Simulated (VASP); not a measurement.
# WSe2 (n.A) in VASP: single point with PBEsol

Aim: the single point of WSe2 (n.A) with PBEsol.

Everything below comes from runs of VASP 6.6.1. Logs are shortened: lines on timing, memory, paths and dates and some standing lists are left out, and cuts for length are marked.

### Step 1. The cell of the first run

The cell holds a sheet with vacuum, 3 atoms: a = 3.270 Å, b = 3.270 Å, c = 30.520 Å, α = 90.00°, β = 90.00°, γ = 120.00°.

### Step 2. Single point, PBEsol

File INCAR:

```
SYSTEM = WSe2
PREC = Accurate ; ENCUT = 400
EDIFF = 1E-6 ; ISMEAR = 0
SIGMA = 0.03 ; LREAL = .False.
LASPH = .True. ; NELM = 120
ALGO = Normal ; ISIF = 2
LWAVE = .False. ; LCHARG = .False.
LDIPOL = .True. ; IDIPOL = 3
DIPOL = 0.5 0.5 0.284 ; GGA = PS
NBANDS = 20 ; GGA_COMPAT = .False.
NELMDL = -8
```

File KPOINTS:

```
Automatic mesh
0
Gamma
  12 12 1
  0 0 0
```

File POSCAR:

```
WSe2
1.0
    3.2702230085      0.0000000000      0.0000000000
   -1.6351115042      2.8320962014      0.0000000000
    0.0000000000      0.0000000000     30.5199999966
Se W
2 1
Direct
    0.6666666667      0.3333333333      0.2296010438
    0.6666666667      0.3333333333      0.3392062957
    0.3333333333      0.6666666667      0.2844036698
```

Potentials or basis: VASP PAW PBE potentials, release 64 (Se, W_sv).

Run with:

```
$ cat potpaw_PBE.64/Se/POTCAR potpaw_PBE.64/W_sv/POTCAR > POTCAR
$ mpirun -np 1 vasp_std > vasp.out
```

OUTCAR:

```text
SYSTEM = WSe2
   PREC = Accurate
   ENCUT = 400
   EDIFF = 1E-6
   ISMEAR = 0
   LREAL = .False.
   LASPH = .True.
   NELM = 120
   ISIF = 2
   GGA = PS
   NELMDL = -8

 ion  position               nearest neighbor table
   1  0.667  0.333  0.230-   3 2.52   3 2.52   3 2.52
   2  0.667  0.333  0.339-   3 2.52   3 2.52   3 2.52
   3  0.333  0.667  0.284-   2 2.52   2 2.52   2 2.52   1 2.52   1 2.52   1 2.52

  LATTYP: Found a hexagonal cell.
 ALAT       =     3.2702230085
 C/A-ratio  =     9.3326968581

  Lattice vectors:

 A1 = (   3.2702230085,   0.0000000000,   0.0000000000)
 A2 = (  -1.6351115042,   2.8320962014,   0.0000000000)
 A3 = (   0.0000000000,   0.0000000000,  30.5199999966)

Analysis of symmetry for initial positions (statically):
=====================================================================
 Subroutine PRICEL returns:
 Original cell was already a primitive cell.

 Routine SETGRP: Setting up the symmetry group for a
 hexagonal supercell.

 Subroutine GETGRP returns: Found 12 space group operations
 (whereof  6 operations were pure point group operations)
 out of a pool of 24 trial point group operations.

The static configuration has the point symmetry C_3v.
 The point group associated with its full space group is D_3h.

Analysis of symmetry for dynamics (positions and initial velocities):
=====================================================================
 Subroutine PRICEL returns:
 Original cell was already a primitive cell.

 Routine SETGRP: Setting up the symmetry group for a
 hexagonal supercell.

 Subroutine GETGRP returns: Found 12 space group operations
 (whereof  6 operations were pure point group operations)
 out of a pool of 24 trial point group operations.

The dynamic configuration has the point symmetry C_3v.
 The point group associated with its full space group is D_3h.

 Subroutine INISYM returns: Found 12 space group operations
 (whereof  6 operations are pure point group operations),
 and found     1 'primitive' translations

----------------------------------------------------------------------------------------

                                     Primitive cell

  volume of cell :     282.6636

  direct lattice vectors                    reciprocal lattice vectors
     3.270223008  0.000000000  0.000000000     0.305789543  0.176547675  0.000000000
    -1.635111504  2.832096201  0.000000000     0.000000000  0.353095350  0.000000000
     0.000000000  0.000000000 30.519999997     0.000000000  0.000000000  0.032765400

  length of vectors
     3.270223008  3.270223008 30.519999997     0.353095350  0.353095350  0.032765400

  position of ions in fractional coordinates (direct lattice)
     0.666666667  0.333333333  0.229601044
     0.666666667  0.333333333  0.339206296
     0.333333333  0.666666667  0.284403670

  ion indices of the primitive-cell ions
   primitive index   ion index
                 1           1
                 2           2
                 3           3

----------------------------------------------------------------------------------------

 KPOINTS: Automatic mesh

Automatic generation of k-mesh.
 Grid dimensions read from file:
 generate k-points for:   12   12    1

 Generating k-lattice:

  Cartesian coordinates                     Fractional coordinates (reciprocal lattice)
     0.025482462  0.014712306  0.000000000     0.083333333  0.000000000  0.000000000
     0.000000000  0.029424613  0.000000000     0.000000000  0.083333333  0.000000000
     0.000000000  0.000000000  0.032765400     0.000000000  0.000000000  1.000000000

  Length of vectors
     0.029424613  0.029424613  0.032765400

  Shift w.r.t. Gamma in fractional coordinates (k-lattice)
     0.000000000  0.000000000  0.000000000

 Subroutine IBZKPT returns following result:
 ===========================================

 Found     19 irreducible k-points:

 Following reciprocal coordinates:
            Coordinates               Weight
  0.000000  0.000000  0.000000      1.000000
  0.083333 -0.000000  0.000000      6.000000
  0.166667 -0.000000  0.000000      6.000000
  0.250000  0.000000  0.000000      6.000000
  0.333333  0.000000  0.000000      6.000000
  0.416667 -0.000000  0.000000      6.000000
[... 11 lines left out ...]
  0.333333  0.250000  0.000000     12.000000
  0.333333  0.333333  0.000000      2.000000
   k-points           NKPTS =     19   k-points in BZ     NKDIM =     19   number of bands    NBANDS=     20
   number of dos      NEDOS =    301   number of ions     NIONS =      3
   total plane-waves  NPLWV = 115200
   dimension x,y,z NGX =    24 NGY =   24 NGZ =  200
   dimension x,y,z NGXF=    48 NGYF=   48 NGZF=  400
   ions per type =               2   1
   NGX,Y,Z   is equivalent  to a cutoff of  12.20, 12.20, 10.89 a.u.
   NGXF,Y,Z  is equivalent  to a cutoff of  24.40, 24.40, 21.79 a.u.
 SYSTEM =  WSe2
   PREC   = accura    normal or accurate (medium, high low for compatibility)
   ISTART =      0    job   : 0-new  1-cont  2-samecut
   ICHARG =      2    charge: 1-file 2-atom 10-const
   ISPIN  =      1    spin polarized calculation?
   LNONCOLLINEAR =      F non collinear calculations
   LSORBIT =      F    spin-orbit coupling
   LASPH  =      T    aspherical Exc in radial PAW
   ENCUT  =  400.0 eV  29.40 Ry    5.42 a.u.   5.33  5.33 49.77*2*pi/ulx,y,z
   NELM   =    120;   NELMIN=  2; NELMDL= -8     # of ELM steps
   EDIFF  = 0.1E-05   stopping-criterion for ELM
   LREAL  =      F    real-space projection
   EDIFFG = 0.1E-04   stopping-criterion for IOM
   NSW    =      0    number of steps for IOM
   IBRION =     -1    ionic relax: 0-MD 1-quasi-New 2-CG
   NFREE  =      0    steps in history (QN), initial steepest desc. (CG)
   ISIF   =      2    stress and relaxation
   ISYM   =      2    0-nonsym 1-usesym 2-fastsym
   POTIM  = 0.5000    time-step for ionic-motion
   TEBEG  =    0.0;   TEEND  =   0.0 temperature during run
   PSTRESS=    0.0 pullay stress
   NELECT =      26.0000    total number of electrons
   NUPDOWN=      -1.0000    fix difference up-down
   EMIN   =  10.00;   EMAX   =-10.00  energy-range for DOS
   EFERMI =   0.00;   METHOD = LEGACY
   ISMEAR =     0;   SIGMA  =   0.03  broadening in eV -4-tet -1-fermi 0-gaus
   EFERMI_NEDOS =   21; number of points for ismear=-14 and -15
   IALGO  =     38    algorithm
   IMIX   =      4    mixing-type and parameters
     AMIX     =   0.40;   BMIX     =  1.00
     AMIX_MAG =   1.60;   BMIX_MAG =  1.00
  volume/ion in A,a.u.               =      94.22       635.84
  Fermi-wavevector in a.u.,A,eV,Ry     =   0.738997  1.396502  7.430366  0.546116
  Thomas-Fermi vector in A             =   1.833054
   LORBIT       =      0    0 simple, 1 ext, 2 COOP (PROOUT), +10 PAW based schemes
   GGA     = PS    functional components
   LHFCALC =     F    Hartree Fock is set to
   AEXX    =    0.0000 exact exchange contribution
   IVDW    =     0    specifies the selected vdW correction
   LEPSILON=     F    determine dielectric tensor
   LRPA    =     F    only Hartree local field effects (RPA)
 non-spin polarized calculation
 Gauss-broadening in eV      SIGMA  =   0.03
  energy-cutoff  :      400.00
  volume of cell :      282.66
 maximum number of plane-waves:      5187
 NGX is ok and might be reduce to    24
   NGX = 11   NGY = 11   NGZ = 99

 dipolmoment           0.000000      0.000000     -0.000018 electrons x Angstroem

 number of electron      25.9999999 magnetization

 dipolmoment           0.000000      0.000000      0.000004 electrons x Angstroem

 Free energy of the ion-electron system (eV)
  ---------------------------------------------------
  ext. energy  EPLUGINS =         0.00000000
  ---------------------------------------------------
  free energy    TOTEN  =       -23.23413312 eV

  energy without entropy =      -23.23413312  energy(sigma->0) =      -23.23413312

 E-fermi :  -2.5894     XC(G=0):  -2.6671

 val. band max:       -2.7822951493   @ k =   0.3333   0.3333   0.0000
 cond. band min:      -1.0932661050   @ k =   0.1667   0.1667   0.0000
 fundamental gap:      1.6890290443
 Fermi energy:        -2.5893824591

 k-point     1 :       0.0000    0.0000    0.0000
  band No.  band energies     occupation
      1     -76.7269      2.00000
      2     -40.9920      2.00000
      3     -40.8414      2.00000
      4     -40.8414      2.00000
      5     -17.6843      2.00000
      6     -16.3824      2.00000
[... 12 lines left out ...]
     19       2.0483      0.00000
     20       2.3701      0.00000

 k-point     2 :       0.0833   -0.0000    0.0000
  band No.  band energies     occupation
      1     -76.7262      2.00000
      2     -40.9888      2.00000
      3     -40.8584      2.00000
      4     -40.8453      2.00000
      5     -17.5759      2.00000
      6     -16.3281      2.00000
[... 12 lines left out ...]
     19       2.1880      0.00000
     20       2.5347      0.00000

 k-point     3 :       0.1667   -0.0000    0.0000
  band No.  band energies     occupation
      1     -76.7241      2.00000
      2     -40.9798      2.00000
      3     -40.9048      2.00000
      4     -40.8562      2.00000
      5     -17.2649      2.00000
      6     -16.1728      2.00000
[... 12 lines left out ...]
     19       2.5840      0.00000
     20       2.9409      0.00000

 k-point     4 :       0.2500    0.0000    0.0000
  band No.  band energies     occupation
      1     -76.7212      2.00000
      2     -40.9676      2.00000
      3     -40.9676      2.00000
      4     -40.8710      2.00000
      5     -16.7960      2.00000
      6     -15.9410      2.00000
[... 314 lines left out ...]
 k-point    18 :       0.3333    0.2500    0.0000
  band No.  band energies     occupation
      1     -76.7145      2.00000
      2     -41.0480      2.00000
      3     -40.9727      2.00000
      4     -40.9386      2.00000
      5     -15.3756      2.00000
      6     -15.2458      2.00000
[... 12 lines left out ...]
     19       4.3800      0.00000
     20       5.6882      0.00000

 k-point    19 :       0.3333    0.3333    0.0000
  band No.  band energies     occupation
      1     -76.7141      2.00000
      2     -41.0285      2.00000
      3     -41.0026      2.00000
      4     -40.9369      2.00000
      5     -15.2816      2.00000
      6     -15.1957      2.00000
[... 12 lines left out ...]
     19       3.7478      0.00000
     20       5.9313      0.00000

------------------------ aborting loop because EDIFF is reached ----------------------------------------

 vacuum level on the upper side and lower side of the slab       (xc-potential included)        -0.008        -0.008

  FORCE on cell =-STRESS in cart. coord.  units (eV):
  Direction    XX          YY          ZZ          XY          YZ          ZX
  --------------------------------------------------------------------------------------
  -------------------------------------------------------------------------------------
  Total        0.1261678      0.1261678      0.1878343      0.0000000      0.0000000      0.0000000
  in kB        0.7151371      0.7151371      1.0646716      0.0000000      0.0000000      0.0000000
  external PRESSURE =       0.8316486 kB  Pullay stress =       0.0000000 kB

 VOLUME and BASIS-vectors are now :
 -----------------------------------------------------------------------------
  energy-cutoff  :      400.00
  volume of cell :      282.66
      direct lattice vectors                 reciprocal lattice vectors
     3.270223008  0.000000000  0.000000000     0.305789543  0.176547675  0.000000000
    -1.635111504  2.832096201  0.000000000     0.000000000  0.353095350  0.000000000
     0.000000000  0.000000000 30.519999997     0.000000000  0.000000000  0.032765400

 POSITION                                       TOTAL-FORCE (eV/Angst)
 -----------------------------------------------------------------------------------
      1.63511      0.94403      7.00742         0.000000      0.000000     -0.064322
      1.63511      0.94403     10.35258         0.000000      0.000000      0.064322
     -0.00000      1.88806      8.68000        -0.000000     -0.000000      0.000000
 -----------------------------------------------------------------------------------
    total drift:                                0.000000     -0.000000      0.000204

  FREE ENERGIE OF THE ION-ELECTRON SYSTEM (eV)
  ---------------------------------------------------
  free  energy   TOTEN  =       -23.2341331182 eV

  energy  without entropy=      -23.2341331182  energy(sigma->0) =      -23.23413312

 vacuum level on the upper side and lower side of the slab         2.348         2.348
```

It took 4.5 min on 1 thread of AMD EPYC 7R13, shared host; peak memory 0.32 GiB.

What came out:

* Free energy: -23.2341 eV
* Largest force: 0.064 eV/Å
* Band gap on the k mesh: 1.69 eV, direct

Forces in eV/Å, atoms in the order of the input:
```
Se   0.000  0.000 -0.064
Se   0.000  0.000  0.064
W    0.000  0.000  0.000
```

Caveat: the PAW data sets were made with another functional, which shifts forces and pressure a little; spin-orbit coupling is left out, which moves the levels of the heavy elements.
